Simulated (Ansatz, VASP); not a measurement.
# One calculation of O, two programs

File INCAR:

```
  ALGO = Normal
  EDIFF = 1E-6
  ENCUT = 520
  GGA = PE
  ISIF = 2
  ISMEAR = -1
  LASPH = True
  LCHARG = True
  LELF = True
  LREAL = False
  LVHAR = True
  LWAVE = False
  NBANDS = 13
  NELM = 60
  PREC = Accurate
  SIGMA = 0.01
```

Contents of KPOINTS:

```
k-points
0
Gamma
  12 12 12
```

File POSCAR:

```
O
1.0
    0.0000000000      2.1215076915      3.3670019701
    1.4881406827      0.0000000000      3.3670019701
    1.4881406827      2.1215076915      0.0000000000
O
2
Direct
    0.0871000000      0.0871000000      0.9129000000
    0.9129000000      0.9129000000      0.0871000000
```

Input for Ansatz:

```yaml
crystal:
  lattice:
    - [0.0, 2.1215076915, 3.3670019701]
    - [1.4881406827, 0.0, 3.3670019701]
    - [1.4881406827, 2.1215076915, 0.0]
  atoms:
    - { symbol: O, position: [0.0871, 0.0871, 0.9129] }
    - { symbol: O, position: [0.9129, 0.9129, 0.0871] }
kpoints:
  mp_grid: { grid: [12, 12, 12] }
scf:
  occupations: { method: fermi_dirac, width: 0.01 }
hamiltonian:
  xc: pbe
  pseudopotentials: { kind: all_electron, lapw: { basis_error: 0.00025 } }
output:
  forces: true
  stress: true
  eigenvalues: true
```

Change from the starting cell: volume scaled by 1.02.

Alike in both runs: task single point; functional PBE; k mesh 12 × 12 × 12; occupations fermi-dirac, width 0.01 eV; no spin polarisation.

|  | VASP | Ansatz |
| --- | --- | --- |
| version | VASP 6.6.1 | Ansatz 0.2.0 |
| potentials or method | VASP PAW PBE potentials, release 64 (O), cutoff 520 eV | all-electron LAPW, scalar-relativistic |

```tsv
	VASP	Ansatz	Ansatz less VASP
pressure (GPa)	14.8	10.1	-4.74
traceless stress, the component that is largest in VASP (GPa)	37.97	27.63	-10.332
rms of the force components (eV/Å)	2.834	1.808	-1.0267
```

Atom by atom the forces differ by 1.027 eV/Å (rms over components). Ansatz ran all-electron here, and VASP with PAW potentials.

Noted on VASP's run: the standard files for N, O and F lose accuracy on very short bonds; spin is off for a triplet molecule.
